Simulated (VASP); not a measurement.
# ZrMo2C2 (P4/nmm) in VASP: further runs

The runs below take ZrMo2C2 through single point, with PBE.

All numbers are computed with VASP 6.6.1; they aren't measurements. Logs are shortened: lines on timing, memory, paths and dates and some standing lists are left out, and cuts for length are marked.

## (1) The cell of the first run

Symmetry: P4/nmm, No. 129, tetragonal system. Conventional cell: a = 4.052 Å, b = 4.052 Å, c = 9.077 Å, α = 90.00°, β = 90.00°, γ = 90.00°. Within 3.9 Å of Zr (site symmetry 4mm) lie 9 Mo at 2.98 to 3.49 Å and 9 C at 3.04 to 3.36 Å. Within 3.1 Å of Mo (site symmetry -4m2) lie 4 C at 2.34 Å and 4 Mo at 2.87 Å and 4 Zr at 2.98 Å. Mo (site symmetry 4mm) has 5 C at 2.24 to 2.32 Å within 3.0 Å. Within 3.1 Å of C (site symmetry -4m2) lie 4 Mo at 2.32 Å and 4 C at 2.87 Å. Within 3.0 Å of C (site symmetry 4mm) lie 5 Mo at 2.24 to 2.34 Å.

## (2) Single point, PBE

INCAR reads:

```
SYSTEM = ZrMo2C2
ALGO     = Normal         ! electronic algorithm
EDIFF    = 1E-6           ! SCF threshold, eV
ENCUT    = 520            ! plane-wave cutoff, eV
GGA      = PE             ! functional
ISIF     = 2              ! what is computed and relaxed
ISMEAR   = 0              ! smearing method
LASPH    = .TRUE.         ! aspherical terms in the spheres
LCHARG   = .FALSE.        ! write CHGCAR
LREAL    = .FALSE.        ! projectors in reciprocal space
LWAVE    = .FALSE.        ! write WAVECAR
NBANDS   = 59             ! bands
NELM     = 100            ! most SCF steps
PREC     = Accurate       ! precision mode
SIGMA    = 0.1            ! smearing width, eV
```

KPOINTS reads:

```
k-points
0
G
  4 4 2
  0 0 0
```

POSCAR reads:

```
ZrMo2C2
1.0
    4.0517548600      0.0000000000      0.0000000000
    0.0000000000      4.0517548600      0.0000000000
    0.0000000000      0.0000000000      9.0774187500
Zr Mo C
2 4 4
Direct
    0.0000000000      0.5000000000      0.2410299900
    0.5000000000      0.0000000000      0.7589700100
    0.0000000000      0.0000000000      0.0000000000
    0.5000000000      0.5000000000      0.0000000000
    0.0000000000      0.5000000000      0.6250770100
    0.5000000000      0.0000000000      0.3749229900
    0.0000000000      0.0000000000      0.5000000000
    0.5000000000      0.5000000000      0.5000000000
    0.0000000000      0.5000000000      0.8713859900
    0.5000000000      0.0000000000      0.1286140100
```

Potentials or basis: VASP PAW PBE potentials, release 64 (Zr_sv, Mo_sv, C).

Started as:

```console
$ cat potpaw_PBE.64/Zr_sv/POTCAR potpaw_PBE.64/Mo_sv/POTCAR potpaw_PBE.64/C/POTCAR > POTCAR
$ mpirun -np 1 vasp_std > vasp.out
```

OUTCAR:

```text
SYSTEM = ZrMo2C2
   EDIFF = 1E-6
   ENCUT = 520
   GGA = PE
   ISIF = 2
   ISMEAR = 0
   LASPH = .TRUE.
   LREAL = .FALSE.
   NELM = 100
   PREC = Accurate

 ion  position               nearest neighbor table
   1  0.000  0.500  0.241-   3 2.98   4 2.98   3 2.98   4 2.98   6 3.11   6 3.11   6 3.11   6 3.11
                             5 3.49
   2  0.500  0.000  0.759-   3 2.98   4 2.98   4 2.98   3 2.98   5 3.11   5 3.11   5 3.11   5 3.11
                             6 3.49
   3  0.000  0.000  0.000-   9 2.34  10 2.34   9 2.34  10 2.34   4 2.87   4 2.87   4 2.87   4 2.87
                             2 2.98   1 2.98   2 2.98   1 2.98
   4  0.500  0.500  0.000-   9 2.34  10 2.34  10 2.34   9 2.34   3 2.87   3 2.87   3 2.87   3 2.87
                             1 2.98   2 2.98   2 2.98   1 2.98
   5  0.000  0.500  0.625-   9 2.24   8 2.32   7 2.32   7 2.32   8 2.32   2 3.11   2 3.11   2 3.11
                             2 3.11   1 3.49
   6  0.500  0.000  0.375-  10 2.24   8 2.32   7 2.32   8 2.32   7 2.32   1 3.11   1 3.11   1 3.11
                             1 3.11   2 3.49
   7  0.000  0.000  0.500-   5 2.32   6 2.32   5 2.32   6 2.32
   8  0.500  0.500  0.500-   5 2.32   6 2.32   6 2.32   5 2.32
   9  0.000  0.500  0.871-   5 2.24   4 2.34   3 2.34   3 2.34   4 2.34
  10  0.500  0.000  0.129-   6 2.24   4 2.34   3 2.34   4 2.34   3 2.34

  LATTYP: Found a simple tetragonal cell.
 ALAT       =     4.0517548600
 C/A-ratio  =     2.2403672146

  Lattice vectors:

 A1 = (   4.0517548600,   0.0000000000,   0.0000000000)
 A2 = (   0.0000000000,   4.0517548600,   0.0000000000)
 A3 = (   0.0000000000,   0.0000000000,   9.0774187500)

Analysis of symmetry for initial positions (statically):
=====================================================================
 Subroutine PRICEL returns:
 Original cell was already a primitive cell.

 Routine SETGRP: Setting up the symmetry group for a
 simple tetragonal supercell.

 Subroutine GETGRP returns: Found 16 space group operations
 (whereof  8 operations were pure point group operations)
 out of a pool of 16 trial point group operations.

The static configuration has the point symmetry D_2d.
 The point group associated with its full space group is D_4h.

Analysis of symmetry for dynamics (positions and initial velocities):
=====================================================================
 Subroutine PRICEL returns:
 Original cell was already a primitive cell.

 Routine SETGRP: Setting up the symmetry group for a
 simple tetragonal supercell.

 Subroutine GETGRP returns: Found 16 space group operations
[... 117 lines left out ...]
   PSTRESS=    0.0 pullay stress
   NELECT =      96.0000    total number of electrons
   NUPDOWN=      -1.0000    fix difference up-down
   EMIN   =  10.00;   EMAX   =-10.00  energy-range for DOS
   EFERMI =   0.00;   METHOD = LEGACY
   ISMEAR =     0;   SIGMA  =   0.10  broadening in eV -4-tet -1-fermi 0-gaus
   EFERMI_NEDOS =   21; number of points for ismear=-14 and -15
   IALGO  =     38    algorithm
   IMIX   =      4    mixing-type and parameters
     AMIX     =   0.40;   BMIX     =  1.00
     AMIX_MAG =   1.60;   BMIX_MAG =  1.00
  volume/ion in A,a.u.               =      14.90       100.56
  Fermi-wavevector in a.u.,A,eV,Ry     =   1.413890  2.671865 27.199209  1.999085
  Thomas-Fermi vector in A             =   2.535489
   LORBIT       =      0    0 simple, 1 ext, 2 COOP (PROOUT), +10 PAW based schemes
   GGA     = PE    functional components
   LHFCALC =     F    Hartree Fock is set to
   AEXX    =    0.0000 exact exchange contribution
   IVDW    =     0    specifies the selected vdW correction
   LEPSILON=     F    determine dielectric tensor
   LRPA    =     F    only Hartree local field effects (RPA)
 non-spin polarized calculation
 Gauss-broadening in eV      SIGMA  =   0.10
  energy-cutoff  :      520.00
  volume of cell :      149.02
 maximum number of plane-waves:      4042
   NGX = 15   NGY = 15   NGZ = 33

 number of electron      96.0000000 magnetization

 Free energy of the ion-electron system (eV)
  ---------------------------------------------------
  ext. energy  EPLUGINS =         0.00000000
  ---------------------------------------------------
  free energy    TOTEN  =       -90.30122681 eV

  energy without entropy =      -90.21260593  energy(sigma->0) =      -90.25691637

 E-fermi :   9.1597     XC(G=0): -11.9746

 val. band max:        9.1366744324   @ k =   0.2500   0.0000   0.0000
 cond. band min:       9.1603439138   @ k =   0.2500   0.0000   0.0000
 fundamental gap:      0.0236694814
 Fermi energy:         9.1596952458

 k-point     1 :       0.0000    0.0000    0.0000
  band No.  band energies     occupation
      1     -51.7091      2.00000
      2     -51.7033      2.00000
      3     -51.6226      2.00000
      4     -51.4908      2.00000
      5     -40.0708      2.00000
      6     -40.0695      2.00000
[... 733 lines left out ...]
     58      12.1483      0.00000
     59      12.2049      0.00000

------------------------ aborting loop because EDIFF is reached ----------------------------------------

  FORCE on cell =-STRESS in cart. coord.  units (eV):
  Direction    XX          YY          ZZ          XY          YZ          ZX
  --------------------------------------------------------------------------------------
  -------------------------------------------------------------------------------------
  Total      -23.4057453    -23.4057453    -22.0471860      0.0000000      0.0000000      0.0000000
  in kB     -251.6427153   -251.6427153   -237.0364070      0.0000000      0.0000000      0.0000000
  external PRESSURE =    -246.7739458 kB  Pullay stress =       0.0000000 kB

 VOLUME and BASIS-vectors are now :
 -----------------------------------------------------------------------------
  energy-cutoff  :      520.00
  volume of cell :      149.02
      direct lattice vectors                 reciprocal lattice vectors
     4.051754860  0.000000000  0.000000000     0.246806639  0.000000000  0.000000000
     0.000000000  4.051754860  0.000000000     0.000000000  0.246806639  0.000000000
     0.000000000  0.000000000  9.077418750     0.000000000  0.000000000  0.110163476

 POSITION                                       TOTAL-FORCE (eV/Angst)
 -----------------------------------------------------------------------------------
      0.00000      2.02588      2.18793        -0.000000      0.000000      1.426935
      2.02588      0.00000      6.88949         0.000000      0.000000     -1.426935
      0.00000      0.00000      0.00000         0.000000     -0.000000      0.000000
      2.02588      2.02588      0.00000        -0.000000      0.000000      0.000000
      0.00000      2.02588      5.67409         0.000000      0.000000     -2.406223
      2.02588      0.00000      3.40333         0.000000      0.000000      2.406223
      0.00000      0.00000      4.53871         0.000000      0.000000      0.000000
      2.02588      2.02588      4.53871         0.000000     -0.000000      0.000000
      0.00000      2.02588      7.90994         0.000000     -0.000000      0.142553
      2.02588      0.00000      1.16748         0.000000     -0.000000     -0.142553
 -----------------------------------------------------------------------------------
    total drift:                                0.000000      0.000000     -0.000000

  FREE ENERGIE OF THE ION-ELECTRON SYSTEM (eV)
  ---------------------------------------------------
  free  energy   TOTEN  =       -90.3012268070 eV

  energy  without entropy=      -90.2126059278  energy(sigma->0) =      -90.25691637
```

stdout:

```text
POSCAR found type information on POSCAR ZrMoC
 POSCAR found :  3 types and      10 ions
 scaLAPACK will be used
 LDA part: xc-table for (Slater+PW92), standard interpolation
 POSCAR, INCAR and KPOINTS ok, starting setup
 FFT: planning ... GRIDC
 FFT: planning ... GRID_SOFT
 FFT: planning ... GRID
 WAVECAR not read
 entering main loop
```

It took 3.5 min on 1 thread of AMD EPYC, shared host; peak memory 0.25 GiB.

Results:

```
Free energy            : -90.3012 eV
Pressure               : -24.7 GPa
Largest force          : 2.406 eV/Å
Band gap on the k mesh : zero (band 48 reaches 9.40 eV, above the bottom of band 49 at 8.89 eV)
```

Forces on the atoms (eV/Å):
```
Zr   0.000  0.000  1.427
Zr   0.000  0.000 -1.427
Mo   0.000  0.000  0.000
Mo   0.000  0.000  0.000
Mo   0.000  0.000 -2.406
Mo   0.000  0.000  2.406
C    0.000  0.000  0.000
C    0.000  0.000  0.000
C    0.000  0.000  0.143
C    0.000  0.000 -0.143
```

Levels at points of the mesh, in eV from the Fermi level:
| k point | band 44 | band 45 | band 46 | band 47 | band 48 | band 49 | band 50 | band 51 | band 52 | band 53 |
| --- | --- | --- | --- | --- | --- | --- | --- | --- | --- | --- |
| (0.00, 0.00, 0.00) | -1.16 | -0.71 | -0.24 | 0.12 | 0.12 | 0.69 | 0.88 | 1.54 | 1.79 | 1.79 |
| (0.50, 0.00, 0.00) | -1.23 | -1.02 | -1.02 | -0.09 | -0.09 | 0.08 | 0.08 | 0.98 | 0.98 | 1.06 |
| (0.50, 0.50, 0.00) | -1.38 | -0.46 | -0.46 | -0.29 | -0.29 | -0.27 | -0.27 | 0.38 | 0.38 | 0.52 |
| (0.00, 0.00, 0.50) | -0.88 | -0.62 | -0.59 | 0.10 | 0.24 | 0.24 | 0.35 | 0.45 | 0.45 | 1.69 |
| (0.50, 0.00, 0.50) | -1.26 | -0.81 | -0.81 | -0.29 | -0.29 | 0.11 | 0.11 | 0.90 | 0.90 | 1.21 |
| (0.50, 0.50, 0.50) | -1.39 | -0.62 | -0.62 | -0.24 | -0.24 | -0.10 | -0.10 | 0.04 | 0.04 | 0.66 |

Caveat: the k points lie up to 0.39 Å⁻¹ apart; forces of over 1 eV/Å act on the atoms, so gaps and moduli don't describe the material at rest.

(Part 1 of 2 ends here.)
